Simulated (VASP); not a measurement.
# LiF (rock salt type) (Fm-3m) in VASP: a series of runs, part 2 of 2

VASP 6.6.1.

**5. Single point, HSE06**

This run uses another cell than the first one, of 8.76 Å³/atom, 1.030 times its volume.

Input file POSCAR:

```
LiF
1.0
    0.0000000000      2.0617793868      2.0617793868
    2.0617793868      0.0000000000      2.0617793868
    2.0617793868      2.0617793868      0.0000000000
Li F
1 1
Direct
    0.0000000000      0.0000000000      0.0000000000
    0.5000000000      0.5000000000      0.5000000000
```

Input file INCAR.step1:

```
SYSTEM = LiF
ALGO     = Normal         ! electronic algorithm
EDIFF    = 1E-5           ! SCF threshold, eV
ENCUT    = 520            ! plane-wave cutoff, eV
GGA      = PE             ! functional
ISIF     = 2              ! what is computed and relaxed
ISMEAR   = -1             ! smearing method
LASPH    = .True.         ! aspherical terms in the spheres
LCHARG   = .False.        ! write CHGCAR
LREAL    = .False.        ! projectors in reciprocal space
LWAVE    = .True.         ! write WAVECAR
NBANDS   = 12             ! bands
NELM     = 100            ! most SCF steps
PREC     = Accurate       ! precision mode
SIGMA    = 0.05           ! smearing width, eV
```

Input file INCAR.step2:

```
SYSTEM = LiF
ALGO     = Normal         ! electronic algorithm
EDIFF    = 1E-6           ! SCF threshold, eV
ENCUT    = 520            ! plane-wave cutoff, eV
GGA      = PE             ! functional
HFSCREEN = 0.2079         ! screening, 1/A
ISIF     = 2              ! what is computed and relaxed
ISMEAR   = -1             ! smearing method
ISTART   = 1            
LASPH    = .True.         ! aspherical terms in the spheres
LCHARG   = .False.        ! write CHGCAR
LHFCALC  = .True.         ! exact exchange
LREAL    = .False.        ! projectors in reciprocal space
LWAVE    = .False.        ! write WAVECAR
NBANDS   = 12             ! bands
NELM     = 100            ! most SCF steps
PREC     = Accurate       ! precision mode
PRECFOCK = Normal       
SIGMA    = 0.05           ! smearing width, eV
```

Input file KPOINTS:

```
k-points
0
Gamma
  4 4 4
  0 0 0
```

Potentials or basis: VASP PAW PBE potentials, release 64 (Li_sv, F).

Launch:

```bash
$ cat potpaw_PBE.64/Li_sv/POTCAR potpaw_PBE.64/F/POTCAR > POTCAR
$ cp INCAR.step1 INCAR
$ mpirun -np 1 vasp_std > vasp.out
$ cp INCAR.step2 INCAR
$ mpirun -np 1 vasp_std > vasp.out
```

OUTCAR:

```text
SYSTEM = LiF
   EDIFF = 1E-6
   ENCUT = 520
   GGA = PE
   HFSCREEN = 0.2079
   ISIF = 2
   ISMEAR = -1
   ISTART = 1
   LASPH = .True.
   LHFCALC = .True.
   LREAL = .False.
   NELM = 100
   PREC = Accurate
   PRECFOCK = Normal

 ion  position               nearest neighbor table
   1  0.000  0.000  0.000-   2 2.06   2 2.06   2 2.06   2 2.06   2 2.06   2 2.06
   2  0.500  0.500  0.500-   1 2.06   1 2.06   1 2.06   1 2.06   1 2.06   1 2.06

[... 300 lines left out ...]

------------------------ aborting loop because EDIFF is reached ----------------------------------------

  FORCE on cell =-STRESS in cart. coord.  units (eV):
  Direction    XX          YY          ZZ          XY          YZ          ZX
  --------------------------------------------------------------------------------------
  -------------------------------------------------------------------------------------
  Total       -0.5846232     -0.5846232     -0.5846232     -0.0000000      0.0000000      0.0000000
  in kB      -53.4355256    -53.4355256    -53.4355256     -0.0000000      0.0000000      0.0000000
  external PRESSURE =     -53.4355256 kB  Pullay stress =       0.0000000 kB

 VOLUME and BASIS-vectors are now :
 -----------------------------------------------------------------------------
  energy-cutoff  :      520.00
  volume of cell :       17.53
      direct lattice vectors                 reciprocal lattice vectors
     0.000000000  2.061779387  2.061779387    -0.242508972  0.242508972  0.242508972
     2.061779387  0.000000000  2.061779387     0.242508972 -0.242508972  0.242508972
     2.061779387  2.061779387  0.000000000     0.242508972  0.242508972 -0.242508972

 POSITION                                       TOTAL-FORCE (eV/Angst)
 -----------------------------------------------------------------------------------
      0.00000      0.00000      0.00000        -0.000000     -0.000000      0.000000
      2.06178      2.06178      2.06178         0.000000      0.000000      0.000000
 -----------------------------------------------------------------------------------
    total drift:                               -0.000000     -0.000000     -0.000000

  FREE ENERGIE OF THE ION-ELECTRON SYSTEM (eV)
  ---------------------------------------------------
  free  energy   TOTEN  =       -11.3661739097 eV

  energy  without entropy=      -11.3661739097  energy(sigma->0) =      -11.36617391
```

OUTCAR.step1:

```text
SYSTEM = LiF
   EDIFF = 1E-5
   ENCUT = 520
   GGA = PE
   ISIF = 2
   ISMEAR = -1
   LASPH = .True.
[... 322 lines left out ...]
      0.00000      0.00000      0.00000        -0.000000     -0.000000      0.000000
      2.06178      2.06178      2.06178         0.000000      0.000000      0.000000
 -----------------------------------------------------------------------------------
    total drift:                               -0.000000     -0.000000      0.000000

  FREE ENERGIE OF THE ION-ELECTRON SYSTEM (eV)
  ---------------------------------------------------
  free  energy   TOTEN  =        -9.6342858169 eV

  energy  without entropy=       -9.6342858169  energy(sigma->0) =       -9.63428582
```

OSZICAR.step1:

```text
N       E                     dE             d eps       ncg     rms          rms(c)
DAV:   1     0.333197503768E+02    0.33320E+02   -0.52476E+03   208   0.837E+02
DAV:   2    -0.891933690746E+01   -0.42239E+02   -0.41038E+02   240   0.187E+02
DAV:   3    -0.101420111529E+02   -0.12227E+01   -0.12211E+01   248   0.289E+01
DAV:   4    -0.101503499214E+02   -0.83388E-02   -0.83379E-02   236   0.245E+00
DAV:   5    -0.101504509887E+02   -0.10107E-03   -0.10107E-03   244   0.177E-01    0.456E+00
DAV:   6    -0.962274918067E+01    0.52770E+00   -0.26137E+00   220   0.986E+00    0.145E+00
DAV:   7    -0.962689944220E+01   -0.41503E-02   -0.16487E-02   260   0.113E+00    0.876E-01
DAV:   8    -0.963415482311E+01   -0.72554E-02   -0.16568E-02   248   0.132E+00    0.113E-01
DAV:   9    -0.963419273161E+01   -0.37909E-04   -0.82224E-04   224   0.251E-01    0.437E-02
DAV:  10    -0.963428031429E+01   -0.87583E-04   -0.15958E-04   212   0.918E-02    0.835E-03
DAV:  11    -0.963428581690E+01   -0.55026E-05   -0.26476E-06   172   0.174E-02
   1 F= -.96342858E+01 E0= -.96342858E+01  d E =-.548065E-12
```

It took 62 s on 1 thread of Intel Xeon Platinum 8259CL at 2.50GHz (Skylake/Cascade Lake), shared host; peak memory 0.23 GiB.

Results:

| Item | Value |
| --- | --- |
| Free energy | -11.3662 eV |
| Band gap on the k mesh | 10.75 eV, direct |

Caveat: the k points lie up to 0.66 Å⁻¹ apart; the cutoff is under 1.25 times the usual one of these potentials, so pressure, stress and relaxed cells hold a basis-set (Pulay) error; the PAW data sets were made with another functional, which shifts forces and pressure a little.
